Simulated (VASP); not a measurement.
Write the native input for VASP 6.6.1 that does the following.

```yaml
Task: electric field gradients
Functional: LDA
Potentials_or_basis: VASP PAW LDA potentials, release 64 (In_d)
Cutoff: 520 eV
k_mesh: 12 × 12 × 14
Occupations: fermi-dirac, width 0.05 eV
Spin: no spin polarisation
Dipole_correction: no
Further_INCAR_settings: ALGO = Normal; EDIFF = 1e-08; NBANDS = 12; ISYM = 0
```

The structure of In lies in POSCAR:

```
In
1.0
   -1.6261500000      1.6261500000      2.4739500000
    1.6261500000     -1.6261500000      2.4739500000
    1.6261500000      1.6261500000     -2.4739500000
In
1
Direct
    0.0000000000      0.0000000000      0.0000000000
```

One way to write it, as run:

INCAR

```
SYSTEM = In
PREC     = Accurate       ! precision mode
ENCUT    = 520            ! plane-wave cutoff, eV
EDIFF    = 1E-8           ! SCF threshold, eV
ISMEAR   = -1             ! smearing method
SIGMA    = 0.05           ! smearing width, eV
LREAL    = .FALSE.        ! projectors in reciprocal space
LASPH    = .TRUE.         ! aspherical terms in the spheres
NELM     = 80             ! most SCF steps
ALGO     = Normal         ! electronic algorithm
ISIF     = 2              ! what is computed and relaxed
LWAVE    = .FALSE.        ! write WAVECAR
LCHARG   = .FALSE.        ! write CHGCAR
LEFG     = .TRUE.       
ISYM     = 0            
NBANDS   = 12             ! bands
```

KPOINTS

```
regular mesh
0
G
  12 12 14
  0 0 0
```

Potentials or basis: VASP PAW LDA potentials, release 64 (In_d).

The run is started by

```console
$ cat potpaw_LDA.64/In_d/POTCAR > POTCAR
$ mpirun -np 1 vasp_std > vasp.out
```

Results of the run:

- Pressure: -2.6 GPa
- Band gap on the k mesh: zero (an odd number of electrons rules out a gap without spin polarisation)
- Largest electric field gradient by atom: In +18.8 V/Å²

Caveat: without QUAD_EFG the Cq values of the log hold for a quadrupole moment of 1 mb, not for the nuclei; spin-orbit coupling is left out, which moves the levels of the heavy elements.

Wall time 7.1 min on 1 thread of Intel Xeon 8259CL, on a shared host, peak memory 0.4 GiB.
